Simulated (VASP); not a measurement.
Here is a VASP 6.6.1 calculation.

The input INCAR:

```
SYSTEM = Be2Se
  PREC = Accurate
  ENCUT = 600
  EDIFF = 1E-6
  ISMEAR = 0
  SIGMA = 0.2
  LREAL = .False.
  LASPH = .True.
  NELM = 120
  ALGO = Normal
  ISIF = 2
  LWAVE = .False.
  LCHARG = .True.
  GGA = PE
  LELF = .True.
  LVHAR = .True.
  NBANDS = 12
  GGA_COMPAT = .False.
```

KPOINTS

```
Automatic mesh
0
Gamma
  6 6 6
  0 0 0
```

The input POSCAR:

```
Be2Se
1.0
    0.0000000000      2.7660523302      2.7660523302
    2.7660523302      0.0000000000      2.7660523302
    2.7660523302      2.7660523302      0.0000000000
Be Se
2 1
Direct
    0.2500000000      0.2500000000      0.2500000000
    0.5000000000      0.5000000000      0.5000000000
    0.0000000000      0.0000000000      0.0000000000
```

Potentials or basis: VASP PAW PBE potentials, release 64 (Be, Se).

The run is started by

```sh
$ cat potpaw_PBE.64/Be/POTCAR potpaw_PBE.64/Se/POTCAR > POTCAR
$ mpirun -np 1 vasp_std > vasp.out
```

(1) What does it give for the band gap on the k mesh?

(2) Predict the pressure.

Answers

(1) 0.07 eV (least direct gap 0.08 eV).

(2) 0.2 GPa.
